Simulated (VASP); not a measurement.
Crystal: Re.

```xyz
4
Lattice="2.7664 0.0000 0.0000 -1.3832 2.3958 0.0000 0.0000 0.0000 8.9388" Properties=species:S:1:pos:R:3 pbc="T T T"
Re    1.3832    0.7986    6.7041
Re    0.0000    0.0000    4.4694
Re    0.0000    1.5972    2.2347
Re    0.0000    0.0000    0.0000
```

| Quantity | Value |
| --- | --- |
| Program | VASP 6.6.1 |
| Task | relaxation of cell and atoms |
| Functional | BLYP |
| Dispersion | D4 |
| Potentials or basis | VASP PAW PBE potentials, release 64 (Re) |
| Cutoff | 600 eV |
| k mesh | 11 × 11 × 3 |
| Occupations | fermi-dirac, width 0.05 eV |
| Spin | no spin polarisation |

At the start: pressure 5.2 GPa; volume 14.81 Å³/atom.

Q: Where does the relaxation end?

A: Over 10 steps the energy falls by 3.3 meV/atom and the volume is 15.01 Å³/atom (+1.4 %); space group P6_3/mmc (No. 194, to 0.05 Å).

The path:
```tsv
step	energy change (eV)	largest force (eV/Å)	pressure (GPa)	volume (Å³)
1	0.0000	0.0000	5.19	59.24
2	0.1821	0.0000	-17.55	63.45
3	-0.0132	0.0000	-0.11	60.09
4	-0.0132	0.0000	-0.08	60.07
5	-0.0131	0.0000	0.24	60.03
6	-0.0131	0.0000	0.12	60.05
7	-0.0132	0.0000	0.08	60.05
8	-0.0132	0.0000	0.08	60.05
9	-0.0132	0.0000	0.08	60.05
10	-0.0132	0.0000	0.08	60.05
```

Final structure:
```xyz
4
Lattice="2.7797 0.0000 0.0000 -1.3899 2.4073 0.0000 0.0000 0.0000 8.9744" Properties=species:S:1:pos:R:3 pbc="T T T"
Re    1.3899    0.8024    6.7308
Re    0.0000    0.0000    4.4872
Re    0.0000    1.6049    2.2436
Re    0.0000    0.0000    0.0000
```

Caveat: the PAW data sets were made with another functional, which shifts forces and pressure a little.
